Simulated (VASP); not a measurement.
# Cd (P6_3/mmc) in VASP: a series of runs

Cd is run at these levels: PBEsol; tasks: relaxation of cell and atoms.

All numbers are computed with VASP 6.6.1; they aren't measurements. Logs are shortened: lines on timing, memory, paths and dates and some standing lists are left out, and cuts for length are marked.

**1. The cell of the first run**

The structure is hexagonal, space group P6_3/mmc (No. 194). Conventional cell: a = 2.957 Å, b = 2.957 Å, c = 5.549 Å, α = 90.00°, β = 90.00°, γ = 120.00°. Cd (site symmetry -6m2) has 12 Cd at 2.96 to 3.26 Å within 3.9 Å.

**2. Relaxation of cell and atoms, PBEsol, target pressure 7 GPa, at which the enthalpy is minimised**

INCAR

```
  ALGO = Normal
  EDIFF = 1E-7
  EDIFFG = -0.002
  ENCUT = 500
  GGA = PS
  GGA_COMPAT = F
  IBRION = 2
  ISIF = 3
  ISMEAR = -1
  LASPH = T
  LCHARG = F
  LREAL = F
  LWAVE = F
  NELM = 120
  NELMIN = 4
  NSW = 100
  PREC = Accurate
  PSTRESS = 70.0
  SIGMA = 0.1
```

KPOINTS

```
k-points
0
Gamma
  18 18 8
```

POSCAR

```
Cd
1.0
    2.9565523182      0.0000000000      0.0000000000
   -1.4782761591      2.5604494152      0.0000000000
    0.0000000000      0.0000000000      5.5486789832
Cd
2
Direct
    0.3333333333      0.6666666667      0.2500000000
    0.6666666667      0.3333333333      0.7500000000
```

Potentials or basis: VASP PAW PBE potentials, release 64 (Cd).

Run with:

```console
cat potpaw_PBE.64/Cd/POTCAR > POTCAR
mpirun -np 1 vasp_std > vasp.out
```

OUTCAR:

```text
EDIFF = 1E-7
   EDIFFG = -0.002
   ENCUT = 500
   GGA = PS
   IBRION = 2
   ISIF = 3
   ISMEAR = -1
   LASPH = T
   LREAL = F
   NELM = 120
   NELMIN = 4
   NSW = 100
   PREC = Accurate
   PSTRESS = 70.0

 ion  position               nearest neighbor table
   1  0.333  0.667  0.250-   2 3.26   2 3.26   2 3.26   2 3.26   2 3.26   2 3.26
   2  0.667  0.333  0.750-   1 3.26   1 3.26   1 3.26   1 3.26   1 3.26   1 3.26

  LATTYP: Found a hexagonal cell.
 ALAT       =     2.9565523182
 C/A-ratio  =     1.8767396569

  Lattice vectors:

 A1 = (   2.9565523182,   0.0000000000,   0.0000000000)
 A2 = (  -1.4782761591,   2.5604494152,   0.0000000000)
 A3 = (   0.0000000000,   0.0000000000,   5.5486789832)

Analysis of symmetry for initial positions (statically):
=====================================================================
 Subroutine PRICEL returns:
 Original cell was already a primitive cell.

 Routine SETGRP: Setting up the symmetry group for a
 hexagonal supercell.

 Subroutine GETGRP returns: Found 24 space group operations
 (whereof 12 operations were pure point group operations)
 out of a pool of 24 trial point group operations.

The static configuration has the point symmetry D_3d.
 The point group associated with its full space group is D_6h.

Analysis of symmetry for dynamics (positions and initial velocities):
=====================================================================
 Subroutine PRICEL returns:
 Original cell was already a primitive cell.

 Routine SETGRP: Setting up the symmetry group for a
 hexagonal supercell.

 Subroutine GETGRP returns: Found 24 space group operations
 (whereof 12 operations were pure point group operations)
 out of a pool of 24 trial point group operations.

The dynamic configuration has the point symmetry D_3d.
 The point group associated with its full space group is D_6h.

 Subroutine INISYM returns: Found 24 space group operations
 (whereof 12 operations are pure point group operations),
 and found     1 'primitive' translations

----------------------------------------------------------------------------------------

                                     Primitive cell

  volume of cell :      42.0041

  direct lattice vectors                    reciprocal lattice vectors
     2.956552318  0.000000000  0.000000000     0.338231796  0.195278218  0.000000000
    -1.478276159  2.560449415  0.000000000     0.000000000  0.390556437  0.000000000
     0.000000000  0.000000000  5.548678983     0.000000000  0.000000000  0.180223077

  length of vectors
     2.956552318  2.956552318  5.548678983     0.390556437  0.390556437  0.180223077

  position of ions in fractional coordinates (direct lattice)
     0.333333333  0.666666667  0.250000000
     0.666666667  0.333333333  0.750000000

  ion indices of the primitive-cell ions
   primitive index   ion index
                 1           1
                 2           2

----------------------------------------------------------------------------------------

 KPOINTS: k-points

Automatic generation of k-mesh.
 Grid dimensions read from file:
 generate k-points for:   18   18    8

 Generating k-lattice:

  Cartesian coordinates                     Fractional coordinates (reciprocal lattice)
     0.018790655  0.010848790  0.000000000     0.055555556  0.000000000  0.000000000
     0.000000000  0.021697580  0.000000000     0.000000000  0.055555556  0.000000000
     0.000000000  0.000000000  0.022527885     0.000000000  0.000000000  0.125000000

  Length of vectors
     0.021697580  0.021697580  0.022527885

  Shift w.r.t. Gamma in fractional coordinates (k-lattice)
     0.000000000  0.000000000  0.000000000

 Subroutine IBZKPT returns following result:
 ===========================================

 Found    185 irreducible k-points:

 Following reciprocal coordinates:
            Coordinates               Weight
  0.000000  0.000000  0.000000      1.000000
  0.055556  0.000000  0.000000      6.000000
  0.111111  0.000000  0.000000      6.000000
  0.166667  0.000000  0.000000      6.000000
  0.222222  0.000000  0.000000      6.000000
  0.277778 -0.000000  0.000000      6.000000
[... 16 lines left out ...]
  0.333333  0.111111  0.000000     12.000000
  0.388889  0.111111  0.000000     12.000000
 [... further k-points ...]
   k-points           NKPTS =    185   k-points in BZ     NKDIM =    185   number of bands    NBANDS=     16
   number of dos      NEDOS =    301   number of ions     NIONS =      2
   total plane-waves  NPLWV =  23040
   dimension x,y,z NGX =    24 NGY =   24 NGZ =   40
   dimension x,y,z NGXF=    48 NGYF=   48 NGZF=   80
   ions per type =               2
   NGX,Y,Z   is equivalent  to a cutoff of  13.50, 13.50, 11.98 a.u.
   NGXF,Y,Z  is equivalent  to a cutoff of  26.99, 26.99, 23.97 a.u.
 SYSTEM =  unknown system
   PREC   = accura    normal or accurate (medium, high low for compatibility)
   ISTART =      0    job   : 0-new  1-cont  2-samecut
   ICHARG =      2    charge: 1-file 2-atom 10-const
   ISPIN  =      1    spin polarized calculation?
   LNONCOLLINEAR =      F non collinear calculations
   LSORBIT =      F    spin-orbit coupling
   LASPH  =      T    aspherical Exc in radial PAW
   ENCUT  =  500.0 eV  36.75 Ry    6.06 a.u.   5.39  5.39 10.12*2*pi/ulx,y,z
   NELM   =    120;   NELMIN=  4; NELMDL= -5     # of ELM steps
   EDIFF  = 0.1E-06   stopping-criterion for ELM
   LREAL  =      F    real-space projection
   EDIFFG = -.2E-02   stopping-criterion for IOM
   NSW    =    100    number of steps for IOM
   IBRION =      2    ionic relax: 0-MD 1-quasi-New 2-CG
   NFREE  =      1    steps in history (QN), initial steepest desc. (CG)
   ISIF   =      3    stress and relaxation
   ISYM   =      2    0-nonsym 1-usesym 2-fastsym
   POTIM  = 0.5000    time-step for ionic-motion
   TEBEG  =    0.0;   TEEND  =   0.0 temperature during run
   PSTRESS=   70.0 pullay stress
   NELECT =      24.0000    total number of electrons
   NUPDOWN=      -1.0000    fix difference up-down
   EMIN   =  10.00;   EMAX   =-10.00  energy-range for DOS
   EFERMI =   0.00;   METHOD = LEGACY
   ISMEAR =    -1;   SIGMA  =   0.10  broadening in eV -4-tet -1-fermi 0-gaus
   EFERMI_NEDOS =   21; number of points for ismear=-14 and -15
   IALGO  =     38    algorithm
   IMIX   =      4    mixing-type and parameters
     AMIX     =   0.40;   BMIX     =  1.00
     AMIX_MAG =   1.60;   BMIX_MAG =  1.00
  volume/ion in A,a.u.               =      21.00       141.73
  Fermi-wavevector in a.u.,A,eV,Ry     =   1.358464  2.567125 25.108522  1.845424
  Thomas-Fermi vector in A             =   2.485295
   LORBIT       =      0    0 simple, 1 ext, 2 COOP (PROOUT), +10 PAW based schemes
   GGA     = PS    functional components
   LHFCALC =     F    Hartree Fock is set to
   AEXX    =    0.0000 exact exchange contribution
   IVDW    =     0    specifies the selected vdW correction
   LEPSILON=     F    determine dielectric tensor
   LRPA    =     F    only Hartree local field effects (RPA)
 conjugate gradient relaxation of ions
 non-spin polarized calculation
  energy-cutoff  :      500.00
  volume of cell :       42.00
 maximum number of plane-waves:      1094
 NGX is ok and might be reduce to    24
   NGX = 11   NGY = 11   NGZ = 21

--------------------------------------- Ionic step        1  -------------------------------------------

 number of electron      24.0000012 magnetization

 Free energy of the ion-electron system (eV)
  ---------------------------------------------------
  ext. energy  EPLUGINS =         0.00000000
  ---------------------------------------------------
  free energy    TOTEN  =        -2.40837474 eV

  energy without entropy =       -2.39170383  energy(sigma->0) =       -2.40003928

------------------------ aborting loop because EDIFF is reached ----------------------------------------

  FORCE on cell =-STRESS in cart. coord.  units (eV):
  Direction    XX          YY          ZZ          XY          YZ          ZX
  --------------------------------------------------------------------------------------
  -------------------------------------------------------------------------------------
  Total        0.1221261      0.1221261      0.0617839      0.0000000     -0.0000000      0.0000000
  in kB        4.6583035      4.6583035      2.3566482      0.0000000     -0.0000000      0.0000000
  external PRESSURE =     -66.1089149 kB  Pullay stress =      70.0000000 kB
[... 289 lines left out ...]
  enthalpy is  TOTEN    =        -0.6591674763 eV   P V=        1.6807422254

--------------------------------------- Ionic step        9  -------------------------------------------

 number of electron      24.0000013 magnetization

 Free energy of the ion-electron system (eV)
  ---------------------------------------------------
  ext. energy  EPLUGINS =         0.00000000
  ---------------------------------------------------
  free energy    TOTEN  =        -2.33320664 eV

  energy without entropy =       -2.31727833  energy(sigma->0) =       -2.32524248

 E-fermi :   3.8298     XC(G=0): -11.8717

 val. band max:        3.8223086747   @ k =   0.3333   0.2222   0.2500
 cond. band min:       3.8566047572   @ k =   0.3333   0.2222   0.0000
 fundamental gap:      0.0342960826
 Fermi energy:         3.8297786053

 k-point     1 :       0.0000    0.0000    0.0000
  band No.  band energies     occupation
      1      -6.6236      2.00000
      2      -6.2841      2.00000
      3      -5.9640      2.00000
      4      -5.7913      2.00000
      5      -5.7913      2.00000
      6      -5.7021      2.00000
[... 8 lines left out ...]
     15      18.1398      0.00000
     16      18.9083      0.00000
[... 420 lines left out ...]
  band No.  band energies     occupation
      1      -6.5945      2.00000
      2      -6.3401      2.00000
      3      -6.2931      2.00000
      4      -5.6951      2.00000
      5      -5.6078      2.00000
      6      -5.4666      2.00000
[... 8 lines left out ...]
     15       8.9447      0.00000
     16      10.0043      0.00000

 [... further k-points ...]

------------------------ aborting loop because EDIFF is reached ----------------------------------------

  FORCE on cell =-STRESS in cart. coord.  units (eV):
  Direction    XX          YY          ZZ          XY          YZ          ZX
  --------------------------------------------------------------------------------------
  -------------------------------------------------------------------------------------
  Total        1.6759374      1.6759374      1.6699905      0.0000000     -0.0000000      0.0000000
  in kB       70.0881068     70.0881068     69.8394071      0.0000000     -0.0000000      0.0000000
  external PRESSURE =       0.0052069 kB  Pullay stress =      70.0000000 kB
[... 17 lines left out ...]
  FREE ENERGIE OF THE ION-ELECTRON SYSTEM (eV)
  ---------------------------------------------------
  free  energy   TOTEN  =        -2.3332066359 eV

  energy  without entropy=       -2.3172783292  energy(sigma->0) =       -2.32524248

  enthalpy is  TOTEN    =        -0.6593760337 eV   P V=        1.6738306021

 reached required accuracy - stopping structural energy minimisation
```

It took 3.2 min on 1 thread of Intel Xeon 6975P-C (Granite Rapids), shared host; peak memory 0.23 GiB.

What came out:

```yaml
Free_energy: -2.3332 eV
Relaxed_volume: 19.16 Å³/atom
Relaxed_cell: a = 2.916 Å, b = 2.916 Å, c = 5.202 Å, α = 90.00°, β = 90.00°, γ = 120.00°
Space_group_after_relaxing_to_0.1_Å: P6_3/mmc (No. 194)
Energy_change_on_relaxing_the_run_minimises_the_enthalpy: +37.6 meV/atom
Ionic_steps: 9
Pressure_after_relaxing: 7.0 GPa
Band_gap_on_the_k_mesh: zero (bands 12 and 13 overlap by 3.70 eV)
```

The path:
| step | energy change (eV) | largest force (eV/Å) | pressure (GPa) | volume (Å³) |
| --- | --- | --- | --- | --- |
| 1 | 0.0000 | 0.0000 | 0.39 | 42.00 |
| 2 | 0.1713 | 0.0000 | 12.06 | 36.95 |
| 3 | 0.0705 | 0.0000 | 7.00 | 38.67 |
| 4 | 0.0707 | 0.0000 | 7.01 | 38.54 |
| 5 | 0.0753 | 0.0000 | 7.16 | 38.32 |
| 6 | 0.0790 | 0.0000 | 7.26 | 38.22 |
| 7 | 0.0795 | 0.0000 | 7.29 | 38.21 |
| 8 | 0.0685 | 0.0000 | 6.59 | 38.47 |
| 9 | 0.0752 | 0.0000 | 7.00 | 38.31 |

Final structure:
```
Cd
1.0
     2.91608    0.00000    0.00000
    -1.45804    2.52540    0.00000
     0.00000    0.00000    5.20230
Cd
2
Direct
  0.33333 0.66667 0.25000
  0.66667 0.33333 0.75000
```

Caveat: the cell is relaxed towards a set pressure, so the run minimises the enthalpy, not the energy; the PAW data sets were made with another functional, which shifts forces and pressure a little.

**3. Relaxation of cell and atoms, PBEsol, target pressure 10 GPa, at which the enthalpy is minimised**

INCAR

```
SYSTEM = Cd
ALGO     = Normal         ! electronic algorithm
EDIFF    = 1E-7           ! SCF threshold, eV
EDIFFG   = -0.002         ! ionic threshold
ENCUT    = 500            ! plane-wave cutoff, eV
GGA      = PS             ! functional
GGA_COMPAT= .FALSE.      
IBRION   = 2              ! ionic algorithm
ISIF     = 3              ! what is computed and relaxed
ISMEAR   = -1             ! smearing method
LASPH    = .TRUE.         ! aspherical terms in the spheres
LCHARG   = .FALSE.        ! write CHGCAR
LREAL    = .FALSE.        ! projectors in reciprocal space
LWAVE    = .FALSE.        ! write WAVECAR
NELM     = 120            ! most SCF steps
NELMIN   = 4            
NSW      = 100            ! ionic steps
PREC     = Accurate       ! precision mode
PSTRESS  = 100.0        
SIGMA    = 0.1            ! smearing width, eV
```

KPOINTS

```
k-points
0
G
  18 18 8
  0 0 0
```

POSCAR is that of step 2.

Potentials or basis: VASP PAW PBE potentials, release 64 (Cd).

Run with:

```console
cat potpaw_PBE.64/Cd/POTCAR > POTCAR
mpirun -np 1 vasp_std > vasp.out
```

It took 5 min on 1 thread of Intel Xeon 6975P-C (Granite Rapids), shared host; peak memory 0.23 GiB.

The run converged. Its results:

```yaml
Free_energy: -2.2681 eV
Relaxed_volume: 18.54 Å³/atom
Relaxed_cell: a = 2.916 Å, b = 2.916 Å, c = 5.035 Å, α = 90.00°, β = 90.00°, γ = 120.00°
Space_group_after_relaxing_to_0.1_Å: P6_3/mmc (No. 194)
Energy_change_on_relaxing_the_run_minimises_the_enthalpy: +70.1 meV/atom
Ionic_steps: 16
Pressure_after_relaxing: 10.0 GPa
Band_gap_on_the_k_mesh: zero (bands 12 and 13 overlap by 3.30 eV)
```

The path:
| step | energy change (eV) | largest force (eV/Å) | pressure (GPa) | volume (Å³) |
| --- | --- | --- | --- | --- |
| 1 | 0.0000 | 0.0000 | 0.39 | 42.00 |
| 2 | 0.3879 | 0.0000 | 20.72 | 34.80 |
| 3 | 0.1253 | 0.0000 | 9.90 | 37.63 |
| 4 | 0.1306 | 0.0000 | 10.11 | 37.55 |
| 5 | 0.1315 | 0.0000 | 10.22 | 37.36 |
| 6 | 0.1417 | 0.0000 | 10.51 | 37.08 |
| 7 | 0.1464 | 0.0000 | 10.62 | 37.00 |
| 8 | 0.1519 | 0.0000 | 10.76 | 36.91 |
| 9 | 0.1144 | 0.0000 | 8.83 | 37.52 |
| 10 | 0.1361 | 0.0000 | 9.97 | 37.15 |
| 11 | 0.1365 | 0.0000 | 10.01 | 37.14 |
| 12 | 0.1379 | 0.0000 | 9.98 | 37.12 |
| 13 | 0.1408 | 0.0000 | 10.02 | 37.07 |
| 14 | 0.1401 | 0.0000 | 9.96 | 37.08 |
| 15 | 0.1404 | 0.0000 | 10.03 | 37.08 |
| 16 | 0.1403 | 0.0000 | 10.00 | 37.08 |

Final structure:
```
CELL_PARAMETERS angstrom
2.91610 0.00000 0.00000
-1.45805 2.52542 0.00000
0.00000 0.00000 5.03521
ATOMIC_POSITIONS crystal
Cd 0.33333 0.66667 0.25000
Cd 0.66667 0.33333 0.75000
```

Levels at points of the mesh, in eV from the Fermi level:
| k point | band 8 | band 9 | band 10 | band 11 | band 12 | band 13 | band 14 | band 15 | band 16 |
| --- | --- | --- | --- | --- | --- | --- | --- | --- | --- |
| (0.00, 0.00, 0.00) | -9.24 | -9.24 | -8.71 | -8.71 | -3.56 | -1.95 | 13.83 | 14.10 | 14.83 |
| (0.50, 0.00, 0.00) | -8.66 | -8.53 | -8.46 | -3.24 | -2.47 | 2.65 | 3.11 | 4.34 | 5.82 |
| (0.00, 0.00, 0.50) | -8.91 | -8.91 | -8.91 | -8.30 | -8.30 | 5.69 | 5.69 | 14.47 | 14.47 |
| (0.50, 0.00, 0.50) | -8.70 | -8.49 | -8.49 | -2.30 | -2.30 | 0.05 | 0.05 | 9.82 | 9.82 |

Caveat: the cell is relaxed towards a set pressure, so the run minimises the enthalpy, not the energy; the PAW data sets were made with another functional, which shifts forces and pressure a little.

**4. Relaxation of cell and atoms, PBEsol, target pressure 15 GPa, at which the enthalpy is minimised**

INCAR

```
  ALGO = Normal
  EDIFF = 1E-7
  EDIFFG = -0.002
  ENCUT = 500
  GGA = PS
  GGA_COMPAT = False
  IBRION = 2
  ISIF = 3
  ISMEAR = -1
  LASPH = True
  LCHARG = False
  LREAL = False
  LWAVE = False
  NELM = 120
  NELMIN = 4
  NSW = 100
  PREC = Accurate
  PSTRESS = 150.0
  SIGMA = 0.1
```

KPOINTS

```
k-points
0
Gamma
  18 18 8
```

POSCAR is that of step 3.

Run with:

```console
cat potpaw_PBE.64/Cd/POTCAR > POTCAR
mpirun -np 1 vasp_std > vasp.out
```

Wall time 5.7 min (1 thread of Intel Xeon 6975P-C (Granite Rapids), shared host); peak memory 0.25 GiB.

The run converged. Its results:

```yaml
Free_energy: -2.1500 eV
Relaxed_volume: 17.78 Å³/atom
Relaxed_cell: a = 2.900 Å, b = 2.900 Å, c = 4.880 Å, α = 90.00°, β = 90.00°, γ = 120.00°
Space_group_after_relaxing_to_0.1_Å: P6_3/mmc (No. 194)
Energy_change_on_relaxing_the_run_minimises_the_enthalpy: +129.2 meV/atom
Ionic_steps: 19
Pressure_after_relaxing: 15.0 GPa
Band_gap_on_the_k_mesh: zero (bands 12 and 13 overlap by 2.80 eV)
```

The path:
| step | energy change (eV) | largest force (eV/Å) | pressure (GPa) | volume (Å³) |
| --- | --- | --- | --- | --- |
| 1 | 0.0000 | 0.0000 | 0.39 | 42.00 |
| 2 | 1.0350 | 0.0000 | 42.36 | 31.40 |
| 3 | 0.2279 | 0.0000 | 14.49 | 36.28 |
| 4 | 0.2382 | 0.0000 | 14.85 | 36.16 |
| 5 | 0.2486 | 0.0000 | 15.27 | 36.05 |
| 6 | 0.2518 | 0.0000 | 15.49 | 35.79 |
| 7 | 0.2684 | 0.0000 | 15.92 | 35.51 |
| 8 | 0.3265 | 0.0000 | 17.63 | 34.89 |
| 9 | 0.2949 | 0.0000 | 16.59 | 35.19 |
| 10 | 0.1958 | 0.0000 | 12.33 | 36.29 |
| 11 | 0.2540 | 0.0000 | 14.91 | 35.60 |
| 12 | 0.2548 | 0.0000 | 14.95 | 35.59 |
| 13 | 0.2558 | 0.0000 | 15.02 | 35.58 |
| 14 | 0.2568 | 0.0000 | 15.04 | 35.57 |
| 15 | 0.2588 | 0.0000 | 15.04 | 35.55 |
| 16 | 0.2633 | 0.0000 | 15.15 | 35.50 |
| 17 | 0.2599 | 0.0000 | 15.06 | 35.54 |
| 18 | 0.2539 | 0.0000 | 14.80 | 35.60 |
| 19 | 0.2584 | 0.0000 | 15.01 | 35.55 |

Final structure:
```cif
data_structure
_symmetry_space_group_name_H-M 'P 1'
_symmetry_Int_Tables_number 1
_cell_length_a 2.9003
_cell_length_b 2.9003
_cell_length_c 4.8802
_cell_angle_alpha 90.000
_cell_angle_beta 90.000
_cell_angle_gamma 120.000
_cell_volume 35.55
loop_
_atom_site_label
_atom_site_type_symbol
_atom_site_fract_x
_atom_site_fract_y
_atom_site_fract_z
_atom_site_occupancy
Cd1 Cd 0.33333 0.66667 0.25000 1
Cd2 Cd 0.66667 0.33333 0.75000 1
```

Levels at points of the mesh, in eV from the Fermi level:
```tsv
k point	band 10	band 11	band 12	band 13	band 14	band 15
(0.00, 0.00, 0.00)	-8.84	-8.84	-3.69	-1.58	13.93	14.77
(0.50, 0.00, 0.00)	-8.61	-3.53	-2.67	2.85	3.17	4.71
(0.00, 0.00, 0.50)	-9.06	-8.59	-8.59	6.36	6.36	14.32
(0.50, 0.00, 0.50)	-8.64	-2.54	-2.54	0.03	0.03	10.06
```

Caveat: the cell is relaxed towards a set pressure, so the run minimises the enthalpy, not the energy; the volume moved by over 15 % at a fixed basis, so the end points are rough; the PAW data sets were made with another functional, which shifts forces and pressure a little.

**5. Overview**

| cell | gap on the mesh (eV) | pressure (GPa) |
| --- | --- | --- |
| relaxed to 7 GPa | none | 7.0 |
| relaxed to 10 GPa | none | 10.0 |
| relaxed to 15 GPa | none | 15.0 |

Alike in all rows: task relaxation of cell and atoms; level PBEsol; potentials or basis VASP PAW PBE potentials, release 64 (Cd); no spin polarisation; k mesh 18 × 18 × 8; cutoff (eV) 500; smearing fermi-dirac 0.1 eV.

Caveats: the cell is relaxed towards a set pressure, so the run minimises the enthalpy, not the energy; the PAW data sets were made with another functional, which shifts forces and pressure a little; the volume moved by over 15 % at a fixed basis, so the end points are rough (at least some runs).

Absolute energies hang on the potentials; compare differences alone.

The gap in the log of VASP goes by the Fermi energy; the results here count the filled bands.